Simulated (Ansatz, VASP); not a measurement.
## Two plane-wave programs on KZnF3

```
CELL_PARAMETERS angstrom
4.12734 0.00000 0.00000
0.00000 4.12734 0.00000
0.00000 0.00000 4.12734
ATOMIC_POSITIONS crystal
K 0.00000 0.00000 0.00000
Zn 0.50000 0.50000 0.50000
F 0.00000 0.50000 0.50000
F 0.50000 0.00000 0.50000
F 0.50000 0.50000 0.00000
```

Alike in both runs: functional PBE; k mesh 6 × 6 × 6; occupations gaussian, width 0.02 eV; no spin polarisation.

Ansatz relaxed the structure, and its values are those at the end. VASP's run is a single point on that final structure, the one shown.

```csv
,VASP,Ansatz
version,VASP 6.6.1,Ansatz 0.2.0
potentials or method,"VASP PAW PBE potentials, release 64 (K_sv, Zn, F), cutoff 520 eV","scalar-relativistic, plane waves, PAW"
valence electrons in the cell,42,42
```

```csv
,VASP,Ansatz,Ansatz less VASP
gap on the k mesh at the Fermi level (eV),3.65,3.71,+0.062
least direct gap on the mesh (eV),5.19,5.22,+0.036
pressure (GPa),0.3,0.0,-0.25
```
